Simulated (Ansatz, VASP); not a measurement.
Given: the input of a run of Ansatz 0.2.0 on NaI.

The input input.yaml:

```yaml
crystal:
  lattice:
    - [0.0, 3.2364, 3.268764]
    - [3.2364, 0.0, 3.268764]
    - [3.2364, 3.2364, 0.0]
  atoms:
    - { symbol: I, position: [0.5, 0.5, 0.5] }
    - { symbol: Na, position: [0.0, 0.0, 0.0] }
hamiltonian:
  xc: pbesol
  pseudopotentials: { kind: paw }
kpoints:
  mp_grid: { grid: [6, 6, 6] }
scf:
  occupations: { method: fermi_dirac, width: 0.05 }
output:
  forces: true
  stress: true
  eigenvalues: true
```

Potentials or basis: Ansatz PAW.

Launch:

```console
$ ansatz run input.yaml --threads 1 --pin off --max-ram 3584MiB --backend cpu --events-out ev --progress --plain --runs-dir out
```

Task: Translate it to VASP 6.6.1. Potentials there: VASP PAW PBE potentials, release 64 (I, Na_pv).

Result: As run (the cutoff follows the program's own potentials):

Contents of INCAR:

```
PREC     = Accurate       # precision mode
ENCUT    = 520            # plane-wave cutoff, eV
EDIFF    = 1E-6           # SCF threshold, eV
ISMEAR   = -1             # smearing method
SIGMA    = 0.05           # smearing width, eV
LREAL    = F              # projectors in reciprocal space
LASPH    = T              # aspherical terms in the spheres
NELM     = 100            # most SCF steps
ALGO     = Normal         # electronic algorithm
ISIF     = 2              # what is computed and relaxed
LWAVE    = F              # write WAVECAR
LCHARG   = F              # write CHGCAR
GGA      = PS             # functional
NBANDS   = 14             # bands
```

File KPOINTS:

```
Automatic mesh
0
Gamma
  6 6 6
```

Contents of POSCAR:

```
NaI
1.0
    0.0000000000      3.2364000000      3.2687640000
    3.2364000000      0.0000000000      3.2687640000
    3.2364000000      3.2364000000      0.0000000000
I Na
1 1
Direct
    0.5000000000      0.5000000000      0.5000000000
    0.0000000000      0.0000000000      0.0000000000
```

Potentials or basis: VASP PAW PBE potentials, release 64 (I, Na_pv).

Command:

```console
$ cat potpaw_PBE.64/I/POTCAR potpaw_PBE.64/Na_pv/POTCAR > POTCAR
$ mpirun -np 1 vasp_std > vasp.out
```

Both were run:

|  | VASP | Ansatz | Ansatz less VASP |
| --- | --- | --- | --- |
| gap on the k mesh at the Fermi level (eV) | 3.47 | 3.48 | +0.004 |
| least direct gap on the mesh (eV) | 3.47 | 3.48 | +0.004 |
| pressure (GPa) | -0.6 | -0.6 | -0.03 |
| traceless stress, the component that is largest in VASP (GPa) | -0.15 | -0.14 | +0.002 |

VASP's potentials were made for PBE, not for PBEsol. VASP's potentials hold 14 valence electrons a cell and Ansatz's 26, so a difference there can come from the potentials and not from the codes.

Spin-orbit coupling is off throughout.
